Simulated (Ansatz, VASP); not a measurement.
## SnTe in VASP and in Ansatz

The input INCAR:

```
PREC = Accurate
ENCUT = 520
EDIFF = 1E-7
ISMEAR = -1
SIGMA = 0.05
LREAL = F
LASPH = T
NELM = 80
ALGO = Normal
ISIF = 2
LWAVE = F
LCHARG = F
GGA = PS
NBANDS = 17
```

Contents of KPOINTS:

```
regular mesh
0
Gamma
  7 7 7
```

POSCAR

```
SnTe
1.0
    0.0630170000      3.1508500000      3.1508500000
    3.1508500000      0.0630170000      3.1508500000
    3.2138670000      3.2138670000      0.0000000000
Te Sn
1 1
Direct
    0.5000000000      0.5000000000      0.5000000000
    0.0000000000      0.0000000000      0.0000000000
```

Contents of input.yaml:

```yaml
crystal:
  lattice:
    - [0.063017, 3.15085, 3.15085]
    - [3.15085, 0.063017, 3.15085]
    - [3.213867, 3.213867, 0.0]
  atoms:
    - { symbol: Te, position: [0.5, 0.5, 0.5] }
    - { symbol: Sn, position: [0.0, 0.0, 0.0] }
kpoints:
  mp_grid: { grid: [7, 7, 7] }
  band_path:
    path:
      - [0.0, 0.0, 0.0]
      - [0.37005, -0.37005, 0.0]
      - [0.2501, -0.49, -0.2399]
      - [0.0, -0.5, -0.5]
      - [0.25, -0.25, -0.5]
      - [0.5, 0.0, 0.0]
      - [0.62995, 0.37005, 0.0]
      - [0.5, 0.5, 0.0]
    npoints: 8
scf:
  occupations: { method: fermi_dirac, width: 0.05 }
hamiltonian:
  xc: pbesol
  pseudopotentials: { kind: all_electron, lapw: { basis_error: 0.001 } }
output:
  forces: true
  stress: true
  eigenvalues: true
```

Change from the starting cell: strain_shear_xy = 0.04.

Alike in both runs: functional PBEsol; k mesh 7 × 7 × 7; occupations fermi-dirac, width 0.05 eV; no spin polarisation.

|  | VASP | Ansatz |
| --- | --- | --- |
| version | VASP 6.6.1 | Ansatz 0.2.0 |
| potentials or method | VASP PAW PBE potentials, release 64 (Te, Sn_d), cutoff 520 eV | all-electron LAPW, scalar-relativistic |
| task | single point | band structure |

|  | VASP | Ansatz | Ansatz less VASP |
| --- | --- | --- | --- |
| gap on the k mesh at the Fermi level (eV) | 0.43 | 0.43 | +0.002 |
| least direct gap on the mesh (eV) | 0.61 | 0.61 | +0.003 |
| pressure (GPa) | -0.4 | -0.4 | +0.01 |
| traceless stress, the component that is largest in VASP (GPa) | -0.68 | -0.68 | -0.001 |

VASP's potentials were made for PBE, not for PBEsol. Ansatz ran all-electron here, and VASP with PAW potentials.

Spin-orbit coupling is off throughout.
